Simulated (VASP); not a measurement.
The system is Hf2Br.

```
Hf Br
1.0
     4.10098    0.00000    0.00000
    -2.05049    3.55156    0.00000
     0.00000    0.00000    4.42797
Hf Br
2 1
Direct
  0.33333 0.66667 0.50000
  0.66667 0.33333 0.50000
  0.00000 0.00000 0.00000
```

```yaml
Program: VASP 6.6.1
Task: relaxation of cell and atoms
Functional: PBE
Potentials_or_basis: VASP PAW PBE potentials, release 64 (Hf_pv, Br)
Cutoff: 600 eV
k_mesh: 6 × 6 × 4
Occupations: gaussian, width 0.1 eV
Spin: no spin polarisation
```

At the start: pressure 23.9 GPa; volume 21.50 Å³/atom.

**Question.** Where does the relaxation end?

**Answer.** Over 14 steps the energy falls by 1540.0 meV/atom and the volume is 23.87 Å³/atom (+11.0 %); space group P6/mmm (No. 191, to 0.05 Å).

The path:
```
step  energy change (eV)  largest force (eV/Å)  pressure (GPa)  volume (Å³)
   1              0.0000                0.0000           23.93        64.49
   2             -2.7743                0.0000           -4.88        97.72
   3             -2.7941                0.0000           -3.36        93.73
   4             -3.4282                0.0000           -4.63        87.69
   5             -4.4324                0.0000           -4.08        77.49
   6              3.6367                0.0000           82.82        53.06
   7             -4.4943                0.0000           -3.64        76.49
   8             -4.5205                0.0000            2.11        70.23
   9             -4.6002                0.0000           -1.95        73.97
  10             -4.6162                0.0000           -0.69        72.61
  11             -4.6148                0.0000           -1.15        73.09
  12             -4.6178                0.0000            0.51        70.98
  13             -4.6195                0.0000           -0.14        71.77
  14             -4.6200                0.0000            0.06        71.61
```

Final structure:
```xyz
3
Lattice="5.1928 0.0000 0.0000 -2.5964 4.4971 0.0000 0.0000 0.0000 3.0663" Properties=species:S:1:pos:R:3 pbc="T T T"
Hf    0.0000    2.9981    1.5331
Hf    2.5964    1.4990    1.5331
Br   -2.5964    4.4971    3.0663
```

Caveat: an odd number of electrons without spin polarisation forces a metal; a magnetic or distorted state may lie lower.
